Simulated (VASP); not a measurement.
Here is a VASP 6.6.1 calculation.

INCAR

```
PREC     = Accurate       # precision mode
ENCUT    = 520            # plane-wave cutoff, eV
EDIFF    = 1E-7           # SCF threshold, eV
ISMEAR   = 0              # smearing method
SIGMA    = 0.1            # smearing width, eV
LREAL    = False          # projectors in reciprocal space
LASPH    = True           # aspherical terms in the spheres
NELM     = 60             # most SCF steps
ALGO     = Normal         # electronic algorithm
ISIF     = 2              # what is computed and relaxed
LWAVE    = False          # write WAVECAR
LCHARG   = False          # write CHGCAR
GGA      = PE             # functional
NBANDS   = 30             # bands
```

The input KPOINTS:

```
Automatic mesh
0
Gamma
  6 6 4
```

File POSCAR:

```
ScAl3
1.0
    5.8250396827      0.0000000000      0.0000000000
   -2.9125198414      5.0446323433      0.0000000000
    0.0000000000      0.0000000000      4.7369582568
Sc Al
2 6
Direct
    0.6666666667      0.3333333333      0.2500000000
    0.3333333333      0.6666666667      0.7500000000
    0.8395557517      0.1604442483      0.7500000000
    0.3208884965      0.1604442483      0.7500000000
    0.8395557517      0.6791115035      0.7500000000
    0.1604442483      0.8395557517      0.2500000000
    0.6791115035      0.8395557517      0.2500000000
    0.1604442483      0.3208884965      0.2500000000
```

Potentials or basis: VASP PAW PBE potentials, release 64 (Sc_sv, Al).

Command:

```console
$ cat potpaw_PBE.64/Sc_sv/POTCAR potpaw_PBE.64/Al/POTCAR > POTCAR
$ mpirun -np 1 vasp_std > vasp.out
```

Task: What does it give for the band gap on the k mesh?

Result: Zero (bands 20 and 21 overlap by 0.89 eV).

Task: Predict the largest force.

Result: 0.011 eV/Å.

Forces in eV/Å, atoms in the order of the input:
```
Sc   0.000  0.000  0.000
Sc   0.000  0.000  0.000
Al   0.009 -0.005  0.000
Al  -0.009 -0.005  0.000
Al   0.000  0.011  0.000
Al  -0.009  0.005  0.000
Al   0.009  0.005  0.000
Al   0.000 -0.011  0.000
```
